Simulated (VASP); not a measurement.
CuNi4P2Pd9, 16 atoms in the cell. The cell holds a disordered packing, 16 atoms: a = 6.101 Å, b = 6.401 Å, c = 5.973 Å, α = 86.70°, β = 88.82°, γ = 88.13°. 

* Program: VASP 6.6.1
* Task: single point
* Functional: PBE
* Potentials or basis: VASP PAW PBE potentials, release 64 (Pd, Ni, P, Cu)
* Cutoff: 400 eV
* k mesh: 1 × 1 × 1, shifted
* Occupations: fermi-dirac, width 0.1491 eV
* Spin: no spin polarisation
* Dipole correction: no
* Mended: yes
* Further INCAR settings: LREAL = Auto; ALGO = Normal; EDIFF = 1e-06; NBANDS = 90; ISYM = -1

Potentials or basis: VASP PAW PBE potentials, release 64 (Pd, Ni, P, Cu).

Command:

```sh
$ cat potpaw_PBE.64/Pd/POTCAR potpaw_PBE.64/Ni/POTCAR potpaw_PBE.64/P/POTCAR potpaw_PBE.64/Cu/POTCAR > POTCAR
$ mpirun -np 1 vasp_std > vasp.out
```

Hardware: 1 thread of Intel(R) Xeon(R) 6975P-C (Granite Rapids), with other jobs on the host.

Task: Estimate the wall time of this run.

Result: Wall time 85 s on 1 thread of Intel(R) Xeon(R) 6975P-C (Granite Rapids), with other jobs on the host, peak memory 0.24 GiB. Counts: scf iterations 26, k points 1.
